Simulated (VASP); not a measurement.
# Al (I4mm) in VASP: single point with r2SCAN

Aim: the single point of Al with r2SCAN.

All numbers are computed with VASP 6.6.1; they aren't measurements. Logs are shortened: lines on timing, memory, paths and dates and some standing lists are left out, and cuts for length are marked.

## Step 1: The cell of the first run

The structure is tetragonal, space group I4mm (No. 107). Conventional cell: a = 6.377 Å, b = 6.377 Å, c = 6.377 Å, α = 90.00°, β = 90.00°, γ = 90.00°. Within 3.6 Å of Al (site symmetry 4mm) lie 14 Al at 2.72 to 3.27 Å. Within 3.6 Å of Al (site symmetry m) lie 14 Al at 2.72 to 3.19 Å. Al (site symmetry 2mm) has 14 Al at 2.76 to 3.19 Å within 3.6 Å. Within 3.6 Å of Al (site symmetry 4mm) lie 14 Al at 2.76 to 3.27 Å.

## Step 2: Single point, r2SCAN (atom 1 (Al) moved +0.080 Å along Cartesian [0 0 1])

The input, POSCAR:

```
Al
1.0
    3.1887371512      3.1887371512     -3.1887371512
   -3.1887371512     -3.1887371512     -3.1887371512
   -3.1887371512      3.1887371512      3.1887371512
Al
8
Direct
   -0.0125441509      0.4874558491      0.0000000000
    0.5000000000      0.5000000000      0.0000000000
    0.0000000000      0.5000000000      0.5000000000
    0.5000000000      0.5000000000      0.5000000000
    0.0000000000      0.0000000000      0.0000000000
    0.5000000000      0.0000000000      0.0000000000
    0.0000000000      0.0000000000      0.5000000000
    0.5000000000      0.0000000000      0.5000000000
```

The input, INCAR.step1:

```
  PREC = Accurate
  ENCUT = 520
  ISMEAR = 0
  SIGMA = 0.15
  LREAL = False
  LASPH = True
  NELM = 80
  NBANDS = 22
  GGA = PE
  ALGO = Normal
  EDIFF = 1E-4
  LWAVE = True
  LCHARG = False
```

The input, INCAR.step2:

```
  PREC = Accurate
  ENCUT = 520
  EDIFF = 1E-6
  ISMEAR = 0
  SIGMA = 0.15
  LREAL = False
  LASPH = True
  NELM = 80
  ALGO = Normal
  ISIF = 2
  LWAVE = False
  LCHARG = False
  METAGGA = R2SCAN
  LMIXTAU = True
  NBANDS = 22
  ISTART = 1
```

The input, KPOINTS:

```
Automatic mesh
0
Gamma
  14 14 14
```

Potentials or basis: VASP PAW PBE potentials, release 64 (Al).

The run is started by

```sh
cat potpaw_PBE.64/Al/POTCAR > POTCAR
cp INCAR.step1 INCAR
mpirun -np 1 vasp_std > vasp.out
cp INCAR.step2 INCAR
mpirun -np 1 vasp_std > vasp.out
```

OUTCAR:

```text
PREC = Accurate
   ENCUT = 520
   EDIFF = 1E-6
   ISMEAR = 0
   LREAL = False
   LASPH = True
   NELM = 80
   ISIF = 2
   METAGGA = R2SCAN
   ISTART = 1

 ion  position               nearest neighbor table
   1  0.987  0.487  0.000-   2 2.72   3 2.72   5 2.72   8 2.72   2 2.81   5 2.81   3 2.81   8 2.81
                             6 3.11   4 3.19   4 3.19   7 3.19   7 3.19   6 3.27
   2  0.500  0.500  0.000-   1 2.72   4 2.76   6 2.76   7 2.76   4 2.76   6 2.76   7 2.76   1 2.81
                             5 3.19   8 3.19   8 3.19   3 3.19   5 3.19   3 3.19
   3  0.000  0.500  0.500-   1 2.72   6 2.76   7 2.76   4 2.76   7 2.76   4 2.76   6 2.76   1 2.81
                             5 3.19   5 3.19   8 3.19   2 3.19   8 3.19   2 3.19
   4  0.500  0.500  0.500-   2 2.76   3 2.76   5 2.76   8 2.76   2 2.76   8 2.76   3 2.76   5 2.76
                             6 3.19   7 3.19   7 3.19   6 3.19   1 3.19   1 3.19
   5  0.000  0.000  0.000-   1 2.72   4 2.76   6 2.76   7 2.76   7 2.76   6 2.76   4 2.76   1 2.81
                             2 3.19   3 3.19   8 3.19   8 3.19   2 3.19   3 3.19
   6  0.500  0.000  0.000-   2 2.76   3 2.76   5 2.76   8 2.76   8 2.76   2 2.76   5 2.76   3 2.76
                             1 3.11   4 3.19   7 3.19   7 3.19   4 3.19   1 3.27
   7  0.000  0.000  0.500-   2 2.76   3 2.76   5 2.76   8 2.76   5 2.76   3 2.76   8 2.76   2 2.76
                             6 3.19   6 3.19   4 3.19   4 3.19   1 3.19   1 3.19
   8  0.500  0.000  0.500-   1 2.72   4 2.76   6 2.76   7 2.76   6 2.76   4 2.76   7 2.76   1 2.81
                             3 3.19   2 3.19   2 3.19   5 3.19   3 3.19   5 3.19

  LATTYP: Found a body centered cubic cell.
 ALAT       =     6.3774743024

  Lattice vectors:

 A1 = (   3.1887371512,   3.1887371512,  -3.1887371512)
 A2 = (  -3.1887371512,  -3.1887371512,  -3.1887371512)
 A3 = (  -3.1887371512,   3.1887371512,   3.1887371512)

Analysis of symmetry for initial positions (statically):
=====================================================================
 Subroutine PRICEL returns:
 Original cell was already a primitive cell.

 Routine SETGRP: Setting up the symmetry group for a
 body centered cubic supercell.

 Subroutine GETGRP returns: Found  8 space group operations
 (whereof  2 operations were pure point group operations)
 out of a pool of 48 trial point group operations.

The static configuration has the point symmetry C_1h.
 The point group associated with its full space group is C_4v.

Analysis of symmetry for dynamics (positions and initial velocities):
=====================================================================
 Subroutine PRICEL returns:
 Original cell was already a primitive cell.

 Routine SETGRP: Setting up the symmetry group for a
 body centered cubic supercell.

 Subroutine GETGRP returns: Found  8 space group operations
[... 124 lines left out ...]
   POTIM  = 0.5000    time-step for ionic-motion
   TEBEG  =    0.0;   TEEND  =   0.0 temperature during run
   PSTRESS=    0.0 pullay stress
   NELECT =      24.0000    total number of electrons
   NUPDOWN=      -1.0000    fix difference up-down
   EMIN   =  10.00;   EMAX   =-10.00  energy-range for DOS
   EFERMI =   0.00;   METHOD = LEGACY
   ISMEAR =     0;   SIGMA  =   0.15  broadening in eV -4-tet -1-fermi 0-gaus
   EFERMI_NEDOS =   21; number of points for ismear=-14 and -15
   IALGO  =     38    algorithm
   IMIX   =      4    mixing-type and parameters
     AMIX     =   0.40;   BMIX     =  1.00
     AMIX_MAG =   1.60;   BMIX_MAG =  1.00
  volume/ion in A,a.u.               =      16.21       109.40
  Fermi-wavevector in a.u.,A,eV,Ry     =   0.932910  1.762945 11.841443  0.870322
  Thomas-Fermi vector in A             =   2.059557
   LORBIT       =      0    0 simple, 1 ext, 2 COOP (PROOUT), +10 PAW based schemes
   METAGGA = R2SCAN    functional components
   LHFCALC =     F    Hartree Fock is set to
   AEXX    =    0.0000 exact exchange contribution
   IVDW    =     0    specifies the selected vdW correction
   LEPSILON=     F    determine dielectric tensor
   LRPA    =     F    only Hartree local field effects (RPA)
 non-spin polarized calculation
 Gauss-broadening in eV      SIGMA  =   0.15
  energy-cutoff  :      520.00
  volume of cell :      129.69
 maximum number of plane-waves:      3512
 NGX is ok and might be reduce to    42
   NGX = 21   NGY = 21   NGZ = 21

 number of electron      24.0000000 magnetization

 Free energy of the ion-electron system (eV)
  ---------------------------------------------------
  ext. energy  EPLUGINS =         0.00000000
  ---------------------------------------------------
  free energy    TOTEN  =       -52.99955259 eV

  energy without entropy =      -52.96456329  energy(sigma->0) =      -52.98205794

 E-fermi :   8.2146     XC(G=0): -10.9874

 val. band max:        8.2122387281   @ k =   0.2143   0.2143   0.2143
 cond. band min:       8.2256096129   @ k =   0.1429  -0.4286   0.5000
 fundamental gap:      0.0133708849
 Fermi energy:         8.2146008020

 k-point     1 :       0.0000    0.0000    0.0000
  band No.  band energies     occupation
      1      -3.7703      2.00000
      2       3.4075      2.00000
      3       3.4253      2.00000
      4       3.4254      2.00000
      5       3.4323      2.00000
      6       3.4344      2.00000
[... 589 lines left out ...]
     21      13.0392      0.00000
     22      13.3811      0.00000

 [... further k-points ...]
[... 5 lines left out ...]
  --------------------------------------------------------------------------------------
  -------------------------------------------------------------------------------------
  Total       -0.2341359     -0.2341359     -0.2775864      0.0000000      0.0000000      0.0000000
  in kB       -2.8924272     -2.8924272     -3.4291983      0.0000000      0.0000000      0.0000000
  external PRESSURE =      -3.0713509 kB  Pullay stress =       0.0000000 kB

 VOLUME and BASIS-vectors are now :
 -----------------------------------------------------------------------------
  energy-cutoff  :      520.00
  volume of cell :      129.69
      direct lattice vectors                 reciprocal lattice vectors
     3.188737151  3.188737151 -3.188737151     0.000000000  0.156801886 -0.156801886
    -3.188737151 -3.188737151 -3.188737151    -0.156801886  0.000000000 -0.156801886
    -3.188737151  3.188737151  3.188737151    -0.156801886  0.156801886  0.000000000

 POSITION                                       TOTAL-FORCE (eV/Angst)
 -----------------------------------------------------------------------------------
      1.59437      1.59437     -4.70311        -0.000000     -0.000000     -0.400347
      0.00000      0.00000     -3.18874        -0.126101     -0.126101      0.092096
     -3.18874      0.00000      0.00000        -0.126101      0.126101      0.092096
     -1.59437      1.59437     -1.59437        -0.000000     -0.000000      0.014143
      0.00000      0.00000      0.00000         0.126101      0.126101      0.092096
      1.59437      1.59437     -1.59437        -0.000000     -0.000000      0.003676
     -1.59437      1.59437      1.59437        -0.000000     -0.000000      0.014143
      0.00000      3.18874      0.00000         0.126101     -0.126101      0.092096
 -----------------------------------------------------------------------------------
    total drift:                               -0.000000      0.000000      0.000053

  FREE ENERGIE OF THE ION-ELECTRON SYSTEM (eV)
  ---------------------------------------------------
  free  energy   TOTEN  =       -52.9995525922 eV

  energy  without entropy=      -52.9645632932  energy(sigma->0) =      -52.98205794
```

OUTCAR.step1:

```text
PREC = Accurate
   ENCUT = 520
   ISMEAR = 0
   LREAL = False
   LASPH = True
[... 854 lines left out ...]
      0.00000      0.00000      0.00000         0.123063      0.123063      0.085118
      1.59437      1.59437     -1.59437         0.000000     -0.000000      0.017965
     -1.59437      1.59437      1.59437        -0.000000     -0.000000      0.008958
      0.00000      3.18874      0.00000         0.123063     -0.123063      0.085118
 -----------------------------------------------------------------------------------
    total drift:                               -0.000000      0.000000      0.000028

  FREE ENERGIE OF THE ION-ELECTRON SYSTEM (eV)
  ---------------------------------------------------
  free  energy   TOTEN  =       -29.1522419101 eV

  energy  without entropy=      -29.1148168793  energy(sigma->0) =      -29.13352939
```

OSZICAR.step1:

```text
N       E                     dE             d eps       ncg     rms          rms(c)
DAV:   1     0.230736599394E+02    0.23074E+02   -0.83791E+03 10736   0.860E+02
DAV:   2    -0.273712093120E+02   -0.50445E+02   -0.47822E+02 13312   0.117E+02
DAV:   3    -0.293371079172E+02   -0.19659E+01   -0.19330E+01 13898   0.188E+01
DAV:   4    -0.293552426492E+02   -0.18135E-01   -0.18119E-01 12544   0.217E+00
DAV:   5    -0.293554331366E+02   -0.19049E-03   -0.19048E-03 13460   0.243E-01    0.363E+00
DAV:   6    -0.292342954175E+02    0.12114E+00   -0.20920E-02 12590   0.656E-01    0.210E+00
DAV:   7    -0.291529720830E+02    0.81323E-01   -0.42641E-02 12218   0.933E-01    0.328E-01
DAV:   8    -0.291523337935E+02    0.63829E-03   -0.15578E-03 12858   0.185E-01    0.152E-01
DAV:   9    -0.291522419101E+02    0.91883E-04   -0.12639E-04  8332   0.521E-02
   1 F= -.29152242E+02 E0= -.29133529E+02  d E =-.374250E-01
```

It took 42 min on 1 thread of AMD EPYC 9755, shared host; peak memory 0.57 GiB.

What came out:

```
Free energy            : -52.9996 eV
Pressure               : -0.3 GPa
Largest force          : 0.400 eV/Å
Band gap on the k mesh : zero (bands 12 and 13 overlap by 5.69 eV)
```

Forces on the atoms (eV/Å):
```
Al   0.000  0.000 -0.400
Al  -0.126 -0.126  0.092
Al  -0.126  0.126  0.092
Al   0.000  0.000  0.014
Al   0.126  0.126  0.092
Al   0.000  0.000  0.004
Al   0.000  0.000  0.014
Al   0.126 -0.126  0.092
```

Caveat: the cell differs from its parent crystal (atom 1 (Al) moved +0.080 Å along Cartesian [0 0 1]); the PAW data sets were made with another functional, which shifts forces and pressure a little.
